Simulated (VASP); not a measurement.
Set up this calculation in VASP 6.6.1, as the native input.

```
Task                   : single point
Functional             : PBE
Potentials or basis    : VASP PAW PBE potentials, release 64 (Ta_pv, Si)
Cutoff                 : 520 eV
k mesh                 : 2 × 2 × 2
Occupations            : fermi-dirac, width 0.24 eV
Spin                   : no spin polarisation
Dipole correction      : no
Further INCAR settings : LREAL = Auto; ALGO = Normal; EDIFF = 1e-06; NBANDS = 138
```

The structure of TaSi2 lies in POSCAR:

```
TaSi2
1.0
   -2.4291870000      4.2074760000      6.6716260000
    4.8583750000      0.0000000000      6.6716260000
    4.8583750000      8.4149520000      0.0000000000
Ta Si
12 24
Direct
   -0.0045972991      0.4776004321      0.0083711738
    0.4383109907      0.4074048813      0.0427948996
    0.3033616679      0.8355510949      0.1288911764
    0.0356944303      0.4617105501      0.4860772279
    0.4386517493      0.3833517623      0.5420331919
    0.3233296204      0.8470747158      0.5775432090
    0.4959984224      0.0139222476      0.2363410441
    0.9070898344      0.9059764256      0.2871366696
    0.8292639965      0.3493991959      0.3388838863
    0.4800086677      0.0062446084      0.7635664530
    0.8995233764      0.9359212363      0.7837093999
    0.8738304165      0.3094493417      0.8248388695
    0.3419209197      0.1595310502      0.9927657266
    0.1206051544      0.7376413960      0.0206723351
    0.1946982570     -0.0281871246      0.3688686230
    0.2076253452      0.2997322315      0.2584710338
    0.7367190535      0.0621716517      0.0296344250
    0.0129920369      0.1556774898      0.1057803201
    0.3602732840      0.1455854077      0.4862248536
    0.0813527166      0.7382825567      0.5370452971
    0.1831269393     -0.0058538128      0.8544193476
    0.1918863121      0.3184840234      0.7520236535
    0.7840026027      0.0728949512      0.5313788914
    0.0297501697      0.1658693090      0.5664473042
    0.8098434236      0.6810375101      0.2590630620
    0.5586497688      0.2445877028      0.2995375975
    0.6631737368      0.5185172033      0.6000405491
    0.6800337745      0.8143695388      0.5008910585
    0.2908899005      0.5240238852      0.2978612029
    0.5346090901      0.6637794287      0.3413026104
    0.8704731237      0.6398483482      0.7233321383
    0.5847232113      0.2501857000      0.7894627470
    0.6996409373      0.4515926601      0.1004970139
    0.6700863086      0.7980415511     -0.0207929958
    0.2796206923      0.5105614912      0.8088819340
    0.5378432599      0.6554490499      0.8319046136
```

One way to write it, as run:

INCAR

```
ALGO = Normal ; EDIFF = 1E-6
ENCUT = 520 ; GGA = PE
ISIF = 2 ; ISMEAR = -1
LASPH = True ; LCHARG = False
LREAL = Auto ; LUSENCCL = False
LWAVE = False ; NBANDS = 138
NELM = 100 ; PREC = Accurate
SIGMA = 0.24
```

KPOINTS

```
k-points
0
Gamma
  2 2 2
```

Potentials or basis: VASP PAW PBE potentials, release 64 (Ta_pv, Si).

Run with:

```sh
$ cat potpaw_PBE.64/Ta_pv/POTCAR potpaw_PBE.64/Si/POTCAR > POTCAR
$ mpirun -np 1 vasp_std > vasp.out
```

It gave:

- Pressure: 3.3 GPa
- Largest force: 5.853 eV/Å
- Band gap on the k mesh: zero (bands 114 and 115 overlap by 0.29 eV)

Caveat: the k points lie up to 0.44 Å⁻¹ apart; spin-orbit coupling is left out, which moves the levels of the heavy elements; forces of over 1 eV/Å act on the atoms, so gaps and moduli don't describe the material at rest.

It took 110 s on 1 × NVIDIA H100 80GB with 1 thread of AMD EPYC 7R13 Processor (Zen 3), on a shared host, peak memory 1.7 GiB.
